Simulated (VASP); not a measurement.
Here is a VASP 6.6.1 calculation.

The input INCAR:

```
PREC     = Accurate       # precision mode
ENCUT    = 520            # plane-wave cutoff, eV
EDIFF    = 1E-7           # SCF threshold, eV
ISMEAR   = 0              # smearing method
SIGMA    = 0.1            # smearing width, eV
LREAL    = False          # projectors in reciprocal space
LASPH    = True           # aspherical terms in the spheres
NELM     = 80             # most SCF steps
ALGO     = Fast           # electronic algorithm
ISIF     = 2              # what is computed and relaxed
LWAVE    = False          # write WAVECAR
LCHARG   = True           # write CHGCAR
GGA      = PE             # functional
LELF     = True           # ELF
LVHAR    = True         
NBANDS   = 26             # bands
```

File KPOINTS:

```
Automatic mesh
0
Gamma
  6 6 6
```

The input POSCAR:

```
CdGa2
1.0
    0.0000000000      3.0681489794      3.0681489794
    3.0681489794      0.0000000000      3.0681489794
    3.0681489794      3.0681489794      0.0000000000
Cd Ga
1 2
Direct
    0.0000000000      0.0000000000      0.0000000000
    0.2500000000      0.2500000000      0.2500000000
    0.7500000000      0.7500000000      0.7500000000
```

Potentials or basis: VASP PAW PBE potentials, release 64 (Cd, Ga_d).

Run with:

```console
$ cat potpaw_PBE.64/Cd/POTCAR potpaw_PBE.64/Ga_d/POTCAR > POTCAR
$ mpirun -np 1 vasp_std > vasp.out
```

Task: Predict the band gap on the k mesh.

Result: Zero (bands 19 and 20 overlap by 4.16 eV).

Task: What does it give for the pressure?

Result: 11.6 GPa.

Caveat: the cell stands under pressure.
